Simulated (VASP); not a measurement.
# TiN (Fm-3m) in VASP: single point with LDA

Aim: the single point of TiN with LDA.

Everything below comes from runs of VASP 6.6.1. Logs are shortened: lines on timing, memory, paths and dates and some standing lists are left out, and cuts for length are marked.

### Step 1. The cell of the first run

It takes space group Fm-3m (No. 225, cubic). Conventional cell: a = 4.173 Å, b = 4.173 Å, c = 4.173 Å, α = 90.00°, β = 90.00°, γ = 90.00°. Within 2.8 Å of Ti (site symmetry m-3m) lie 6 N at 2.09 Å. N (site symmetry m-3m) has 6 Ti at 2.09 Å within 2.8 Å.

### Step 2. Single point, LDA

Contents of INCAR:

```
SYSTEM = TiN
ALGO = Normal
EDIFF = 1E-6
ENCUT = 1330
GGA_COMPAT = .FALSE.
ISIF = 2
ISMEAR = 0
LASPH = .TRUE.
LCHARG = .TRUE.
LELF = .TRUE.
LREAL = .FALSE.
LVHAR = .TRUE.
LWAVE = .FALSE.
NBANDS = 16
NELM = 120
PREC = Accurate
SIGMA = 0.1
```

Contents of KPOINTS:

```
k-points
0
G
  8 8 8
  0 0 0
```

Contents of POSCAR:

```
TiN
1.0
    0.0000000000      2.0862956349      2.0862956349
    2.0862956349      0.0000000000      2.0862956349
    2.0862956349      2.0862956349      0.0000000000
Ti N
1 1
Direct
    0.0000000000      0.0000000000      0.0000000000
    0.5000000000      0.5000000000      0.5000000000
```

Potentials or basis: VASP PAW LDA potentials, release 64 (Ti_sv, N_h).

The run is started by

```console
> cat potpaw_LDA.64/Ti_sv/POTCAR potpaw_LDA.64/N_h/POTCAR > POTCAR
> mpirun -np 1 vasp_std > vasp.out
```

OUTCAR:

```text
SYSTEM = TiN
   EDIFF = 1E-6
   ENCUT = 1330
   ISIF = 2
   ISMEAR = 0
   LASPH = .TRUE.
   LREAL = .FALSE.
   NELM = 120
   PREC = Accurate

 ion  position               nearest neighbor table
   1  0.000  0.000  0.000-   2 2.09   2 2.09   2 2.09   2 2.09   2 2.09   2 2.09
   2  0.500  0.500  0.500-   1 2.09   1 2.09   1 2.09   1 2.09   1 2.09   1 2.09

  LATTYP: Found a face centered cubic cell.
 ALAT       =     4.1725912698

  Lattice vectors:

 A1 = (   0.0000000000,   2.0862956349,   2.0862956349)
 A2 = (   2.0862956349,   0.0000000000,   2.0862956349)
 A3 = (   2.0862956349,   2.0862956349,   0.0000000000)

Analysis of symmetry for initial positions (statically):
=====================================================================
 Subroutine PRICEL returns:
 Original cell was already a primitive cell.

 Routine SETGRP: Setting up the symmetry group for a
 face centered cubic supercell.

 Subroutine GETGRP returns: Found 48 space group operations
 (whereof 48 operations were pure point group operations)
 out of a pool of 48 trial point group operations.

The static configuration has the point symmetry O_h .

Analysis of symmetry for dynamics (positions and initial velocities):
=====================================================================
 Subroutine PRICEL returns:
 Original cell was already a primitive cell.

 Routine SETGRP: Setting up the symmetry group for a
 face centered cubic supercell.

 Subroutine GETGRP returns: Found 48 space group operations
 (whereof 48 operations were pure point group operations)
 out of a pool of 48 trial point group operations.

The dynamic configuration has the point symmetry O_h .

 Subroutine INISYM returns: Found 48 space group operations
 (whereof 48 operations are pure point group operations),
 and found     1 'primitive' translations

----------------------------------------------------------------------------------------

                                     Primitive cell

  volume of cell :      18.1617

  direct lattice vectors                    reciprocal lattice vectors
     0.000000000  2.086295635  2.086295635    -0.239659227  0.239659227  0.239659227
     2.086295635  0.000000000  2.086295635     0.239659227 -0.239659227  0.239659227
     2.086295635  2.086295635  0.000000000     0.239659227  0.239659227 -0.239659227

  length of vectors
     2.950467582  2.950467582  2.950467582     0.415101958  0.415101958  0.415101958

  position of ions in fractional coordinates (direct lattice)
[... 79 lines left out ...]
   EDIFF  = 0.1E-05   stopping-criterion for ELM
   LREAL  =      F    real-space projection
   EDIFFG = 0.1E-04   stopping-criterion for IOM
   NSW    =      0    number of steps for IOM
   IBRION =     -1    ionic relax: 0-MD 1-quasi-New 2-CG
   NFREE  =      0    steps in history (QN), initial steepest desc. (CG)
   ISIF   =      2    stress and relaxation
   ISYM   =      2    0-nonsym 1-usesym 2-fastsym
   POTIM  = 0.5000    time-step for ionic-motion
   TEBEG  =    0.0;   TEEND  =   0.0 temperature during run
   PSTRESS=    0.0 pullay stress
   NELECT =      17.0000    total number of electrons
   NUPDOWN=      -1.0000    fix difference up-down
   EMIN   =  10.00;   EMAX   =-10.00  energy-range for DOS
   EFERMI =   0.00;   METHOD = LEGACY
   ISMEAR =     0;   SIGMA  =   0.10  broadening in eV -4-tet -1-fermi 0-gaus
   EFERMI_NEDOS =   21; number of points for ismear=-14 and -15
   IALGO  =     38    algorithm
   IMIX   =      4    mixing-type and parameters
     AMIX     =   0.40;   BMIX     =  1.00
     AMIX_MAG =   1.60;   BMIX_MAG =  1.00
  volume/ion in A,a.u.               =       9.08        61.28
  Fermi-wavevector in a.u.,A,eV,Ry     =   1.601420  3.026245 34.892774  2.564547
  Thomas-Fermi vector in A             =   2.698401
   LORBIT       =      0    0 simple, 1 ext, 2 COOP (PROOUT), +10 PAW based schemes
   GGA     = CA    functional components
   LHFCALC =     F    Hartree Fock is set to
   AEXX    =    0.0000 exact exchange contribution
   IVDW    =     0    specifies the selected vdW correction
   LEPSILON=     F    determine dielectric tensor
   LRPA    =     F    only Hartree local field effects (RPA)
 non-spin polarized calculation
 Gauss-broadening in eV      SIGMA  =   0.10
  energy-cutoff  :     1330.00
  volume of cell :       18.16
 maximum number of plane-waves:      2018
   NGX = 17   NGY = 17   NGZ = 17

 number of electron      17.0000000 magnetization

 Free energy of the ion-electron system (eV)
  ---------------------------------------------------
  ext. energy  EPLUGINS =         0.00000000
  ---------------------------------------------------
  free energy    TOTEN  =       -21.66593737 eV

  energy without entropy =      -21.65751189  energy(sigma->0) =      -21.66172463

 E-fermi :  12.2641     XC(G=0): -13.6618

 val. band max:       12.2572357132   @ k =   0.3750   0.1250   0.0000
 cond. band min:      12.2887863308   @ k =  -0.3750   0.3750   0.1250
 fundamental gap:      0.0315506176
 Fermi energy:        12.2641038745

 k-point     1 :       0.0000    0.0000    0.0000
  band No.  band energies     occupation
      1     -44.8173      2.00000
      2     -21.1335      2.00000
      3     -21.1335      2.00000
      4     -21.1335      2.00000
      5      -4.8870      2.00000
      6      10.1799      2.00000
[... 433 lines left out ...]
      3     -21.3995      2.00000
      4     -21.2677      2.00000
      5      -2.5309      2.00000
      6       4.8932      2.00000
[... 8 lines left out ...]
     15      25.5583      0.00000
     16      26.5799      0.00000

 [... further k-points ...]

------------------------ aborting loop because EDIFF is reached ----------------------------------------

  FORCE on cell =-STRESS in cart. coord.  units (eV):
  Direction    XX          YY          ZZ          XY          YZ          ZX
  --------------------------------------------------------------------------------------
  -------------------------------------------------------------------------------------
  Total        0.1092269      0.1092269      0.1092269      0.0000000      0.0000000      0.0000000
  in kB        9.6356845      9.6356845      9.6356845      0.0000000      0.0000000      0.0000000
  external PRESSURE =       9.6356845 kB  Pullay stress =       0.0000000 kB

 VOLUME and BASIS-vectors are now :
 -----------------------------------------------------------------------------
  energy-cutoff  :     1330.00
  volume of cell :       18.16
      direct lattice vectors                 reciprocal lattice vectors
     0.000000000  2.086295635  2.086295635    -0.239659227  0.239659227  0.239659227
     2.086295635  0.000000000  2.086295635     0.239659227 -0.239659227  0.239659227
     2.086295635  2.086295635  0.000000000     0.239659227  0.239659227 -0.239659227

 POSITION                                       TOTAL-FORCE (eV/Angst)
 -----------------------------------------------------------------------------------
      0.00000      0.00000      0.00000        -0.000000     -0.000000     -0.000000
      2.08630      2.08630      2.08630         0.000000      0.000000      0.000000
 -----------------------------------------------------------------------------------
    total drift:                                0.000000      0.000000      0.000000

  FREE ENERGIE OF THE ION-ELECTRON SYSTEM (eV)
  ---------------------------------------------------
  free  energy   TOTEN  =       -21.6659373738 eV

  energy  without entropy=      -21.6575118935  energy(sigma->0) =      -21.66172463
```

OSZICAR:

```text
N       E                     dE             d eps       ncg     rms          rms(c)
DAV:   1     0.200099476728E+03    0.20010E+03   -0.15355E+04   928   0.252E+03
DAV:   2    -0.923661241107E+01   -0.20934E+03   -0.19398E+03  1040   0.499E+02
DAV:   3    -0.258886638550E+02   -0.16652E+02   -0.16178E+02  1160   0.120E+02
DAV:   4    -0.266723767751E+02   -0.78371E+00   -0.78228E+00  1128   0.242E+01
DAV:   5    -0.266893476409E+02   -0.16971E-01   -0.16970E-01  1112   0.331E+00    0.190E+01
DAV:   6    -0.220748772129E+02    0.46145E+01   -0.12577E+01  1264   0.540E+01    0.698E+00
DAV:   7    -0.217087035650E+02    0.36617E+00   -0.15644E+00  1168   0.159E+01    0.516E+00
DAV:   8    -0.218274718497E+02   -0.11877E+00   -0.81715E-01  1240   0.129E+01    0.516E+00
DAV:   9    -0.216729028425E+02    0.15457E+00   -0.20791E-01  1080   0.735E+00    0.123E+00
DAV:  10    -0.216688483155E+02    0.40545E-02   -0.27834E-02  1080   0.196E+00    0.373E-01
DAV:  11    -0.216659680036E+02    0.28803E-02   -0.41340E-03  1432   0.701E-01    0.126E-01
DAV:  12    -0.216659651346E+02    0.28690E-05   -0.40026E-04   984   0.174E-01    0.870E-02
DAV:  13    -0.216659495589E+02    0.15576E-04   -0.18019E-04  1008   0.210E-01    0.459E-02
DAV:  14    -0.216659373890E+02    0.12170E-04   -0.24604E-05  1096   0.789E-02    0.727E-03
DAV:  15    -0.216659373738E+02    0.15216E-07   -0.68450E-07   808   0.996E-03
   1 F= -.21665937E+02 E0= -.21661725E+02  d E =-.842548E-02
```

stdout:

```text
POSCAR found type information on POSCAR TiN
 POSCAR found :  2 types and       2 ions
 scaLAPACK will be used
 LDA part: xc-table for (Slater(with rela. corr.)+CA(PZ))
 , standard interpolation
 POSCAR, INCAR and KPOINTS ok, starting setup
 FFT: planning ... GRIDC
 FFT: planning ... GRID_SOFT
 FFT: planning ... GRID
 WAVECAR not read
 entering main loop
```

Wall time 23 s (1 thread of AMD EPYC 9R45 (Zen 5), shared host); peak memory 0.17 GiB.

What came out:

| Property | Result |
| --- | --- |
| Free energy | -21.6659 eV |
| Pressure | 1.0 GPa |
| Band gap on the k mesh | zero (an odd number of electrons rules out a gap without spin polarisation) |

The gap in the log of VASP goes by the Fermi energy; the results here count the filled bands.